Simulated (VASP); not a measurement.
# NiO (Fm-3m) in VASP: a series of runs, part 2 of 2

VASP 6.6.1. The steps go on from the part before.

**4. Single point, r2SCAN, collinear spin, ferromagnetic start (9.74 Å³/atom)**

This run uses another cell than the first one, of 9.74 Å³/atom.

The input, POSCAR:

```
NiO
1.0
    0.0000000000      2.1352850214      2.1352850214
    2.1352850214      0.0000000000      2.1352850214
    2.1352850214      2.1352850214      0.0000000000
Ni O
1 1
Direct
    0.0000000000      0.0000000000      0.0000000000
    0.5000000000      0.5000000000      0.5000000000
```

The input, INCAR.step1:

```
  PREC = Accurate
  ENCUT = 660
  ISMEAR = 0
  SIGMA = 0.02
  LREAL = False
  LASPH = True
  NELM = 200
  ISPIN = 2
  MAGMOM = 1.84 0.31
  LMAXMIX = 4
  NBANDS = 23
  GGA = PE
  ALGO = Normal
  EDIFF = 1E-5
  LWAVE = True
  LCHARG = False
  GGA_COMPAT = False
```

The input, INCAR.step2:

```
  PREC = Accurate
  ENCUT = 660
  EDIFF = 1E-6
  ISMEAR = 0
  SIGMA = 0.02
  LREAL = False
  LASPH = True
  NELM = 200
  ALGO = Normal
  ISIF = 2
  LWAVE = False
  LCHARG = True
  ISPIN = 2
  MAGMOM = 1.84 0.31
  LORBIT = 11
  LMAXMIX = 4
  METAGGA = R2SCAN
  LMIXTAU = True
  LELF = True
  LVHAR = True
  NBANDS = 23
  ISTART = 1
  GGA_COMPAT = False
```

The input, KPOINTS:

```
Automatic mesh
0
Gamma
  12 12 12
```

Potentials or basis: VASP PAW PBE potentials, release 64 (Ni_sv_GW, O).

Started as:

```
$ cat potpaw_PBE.64/Ni_sv_GW/POTCAR potpaw_PBE.64/O/POTCAR > POTCAR
$ cp INCAR.step1 INCAR
$ mpirun -np 1 vasp_std > vasp.out
$ cp INCAR.step2 INCAR
$ mpirun -np 1 vasp_std > vasp.out
```

OUTCAR:

```text
PREC = Accurate
   ENCUT = 660
   EDIFF = 1E-6
   ISMEAR = 0
   LREAL = False
   LASPH = True
   NELM = 200
   ISIF = 2
   ISPIN = 2
   LORBIT = 11
   METAGGA = R2SCAN
   ISTART = 1

 ion  position               nearest neighbor table
   1  0.000  0.000  0.000-   2 2.14   2 2.14   2 2.14   2 2.14   2 2.14   2 2.14
   2  0.500  0.500  0.500-   1 2.14   1 2.14   1 2.14   1 2.14   1 2.14   1 2.14

  LATTYP: Found a face centered cubic cell.
 ALAT       =     4.2705700428

  Lattice vectors:

 A1 = (   0.0000000000,   2.1352850214,   2.1352850214)
 A2 = (   2.1352850214,   0.0000000000,   2.1352850214)
 A3 = (   2.1352850214,   2.1352850214,   0.0000000000)

Analysis of symmetry for initial positions (statically):
=====================================================================
 Subroutine PRICEL returns:
 Original cell was already a primitive cell.

 Routine SETGRP: Setting up the symmetry group for a
 face centered cubic supercell.

 Subroutine GETGRP returns: Found 48 space group operations
 (whereof 48 operations were pure point group operations)
 out of a pool of 48 trial point group operations.

The static configuration has the point symmetry O_h .

Analysis of symmetry for dynamics (positions and initial velocities):
=====================================================================
 Subroutine PRICEL returns:
 Original cell was already a primitive cell.

 Routine SETGRP: Setting up the symmetry group for a
 face centered cubic supercell.

 Subroutine GETGRP returns: Found 48 space group operations
 (whereof 48 operations were pure point group operations)
 out of a pool of 48 trial point group operations.

The dynamic configuration has the point symmetry O_h .

Analysis of structural, dynamic, and magnetic symmetry:
=====================================================================
 Subroutine PRICEL returns:
 Original cell was already a primitive cell.
[... 144 lines left out ...]
 NGX is ok and might be reduce to    28
   NGX = 13   NGY = 13   NGZ = 13

 number of electron      23.9999995 magnetization       1.9999944

 Free energy of the ion-electron system (eV)
  ---------------------------------------------------
  ext. energy  EPLUGINS =         0.00000000
  ---------------------------------------------------
  free energy    TOTEN  =       -21.07409670 eV

  energy without entropy =      -21.07409670  energy(sigma->0) =      -21.07409670

 E-fermi :   5.9218     XC(G=0): -13.3902

 val. band max:        5.6139263445   @ k =   0.5000   0.0000   0.0000
 cond. band min:       6.6552628008   @ k =   0.0000   0.0000   0.0000
 fundamental gap:      1.0413364563
 Fermi energy:         5.9217763573

 spin component 1

 k-point     1 :       0.0000    0.0000    0.0000
  band No.  band energies     occupation
      1    -102.9950      1.00000
      2     -61.8898      1.00000
      3     -61.8898      1.00000
      4     -61.8898      1.00000
      5     -14.7751      1.00000
      6       1.8081      1.00000
[... 613 lines left out ...]
     22      36.1652      0.00000
     23      36.4200      0.00000

 [... further k-points ...]

 spin component 2

 k-point     1 :       0.0000    0.0000    0.0000
  band No.  band energies     occupation
      1     -99.8262      1.00000
      2     -58.8689      1.00000
      3     -58.8689      1.00000
      4     -58.8653      1.00000
      5     -14.2711      1.00000
      6       3.6489      1.00000
[... 613 lines left out ...]
     22      36.7731      0.00000
     23      37.0705      0.00000

 [... further k-points ...]
[... 5 lines left out ...]
  --------------------------------------------------------------------------------------
  -------------------------------------------------------------------------------------
  Total       -1.4904285     -1.4904285     -1.4904285      0.0000000      0.0000000     -0.0000000
  in kB     -122.6377518   -122.6377518   -122.6377518      0.0000000      0.0000000     -0.0000000
  external PRESSURE =    -122.6377518 kB  Pullay stress =       0.0000000 kB

 VOLUME and BASIS-vectors are now :
 -----------------------------------------------------------------------------
  energy-cutoff  :      660.00
  volume of cell :       19.47
      direct lattice vectors                 reciprocal lattice vectors
     0.000000000  2.135285021  2.135285021    -0.234160777  0.234160777  0.234160777
     2.135285021  0.000000000  2.135285021     0.234160777 -0.234160777  0.234160777
     2.135285021  2.135285021  0.000000000     0.234160777  0.234160777 -0.234160777

 POSITION                                       TOTAL-FORCE (eV/Angst)
 -----------------------------------------------------------------------------------
      0.00000      0.00000      0.00000        -0.000000      0.000000     -0.000000
      2.13529      2.13529      2.13529         0.000000     -0.000000      0.000000
 -----------------------------------------------------------------------------------
    total drift:                               -0.000000      0.000000      0.000000

  FREE ENERGIE OF THE ION-ELECTRON SYSTEM (eV)
  ---------------------------------------------------
  free  energy   TOTEN  =       -21.0740966978 eV

  energy  without entropy=      -21.0740966978  energy(sigma->0) =      -21.07409670

 total charge

# of ion       s       p       d       f       tot
--------------------------------------------------
    1        2.140   6.188   7.721   0.008  16.058
    2        1.550   3.464   0.000   0.000   5.014
--------------------------------------------------
tot          3.690   9.653   7.721   0.008  21.072

 magnetization (x)

# of ion       s       p       d       f       tot
--------------------------------------------------
    1        0.007   0.008   1.693   0.000   1.708
    2        0.026   0.234   0.000   0.000   0.260
--------------------------------------------------
tot          0.033   0.242   1.693   0.000   1.968
```

It took 6.6 min on 1 thread of Intel Xeon Platinum 8488C (Sapphire Rapids), shared host; peak memory 0.25 GiB.

What came out:

| Property | Result |
| --- | --- |
| Free energy | -21.0741 eV |
| Pressure | -12.3 GPa |
| Band gap on the k mesh | 1.04 eV (least direct gap 1.93 eV) |
| Net moment | 2.00 μB per cell |
| Site moments | Ni +1.71; O +0.26 μB |
| Valence electrons inside the program's atomic spheres | Ni 16.06; O 5.01 |

Caveat: the cell stands under tension; the PAW data sets were made with another functional, which shifts forces and pressure a little; a cell with one magnetic atom can't hold antiferromagnetic order, which such compounds often take. r2SCAN opens gaps a little over a GGA but as a rule still falls short of measured ones.

**5. The runs side by side**

| cell | gap on the mesh (eV) | pressure (GPa) | moment (μB) |
| --- | --- | --- | --- |
| a = 2.932 Å, angles 60.0°, 2 atoms | 0.74 | 5.0 | 2.00 |
| a = 2.991 Å, angles 60.0°, 2 atoms | 0.95 | -7.8 | 2.00 |
| a = 3.020 Å, angles 60.0°, 2 atoms | 1.04 | -12.3 | 2.00 |

Alike in all rows: task single point; level r2SCAN; potentials or basis VASP PAW PBE potentials, release 64 (Ni_sv_GW, O); spin collinear, ferromagnetic start; k mesh 12 × 12 × 12; cutoff (eV) 660; smearing gaussian 0.02 eV.

Caveats: the PAW data sets were made with another functional, which shifts forces and pressure a little; a cell with one magnetic atom can't hold antiferromagnetic order, which such compounds often take; the cell stands under tension (at least some runs); the cell stands under pressure (at least some runs).

Total energies depend on the potentials used, so only differences within one code and one set of settings carry meaning.
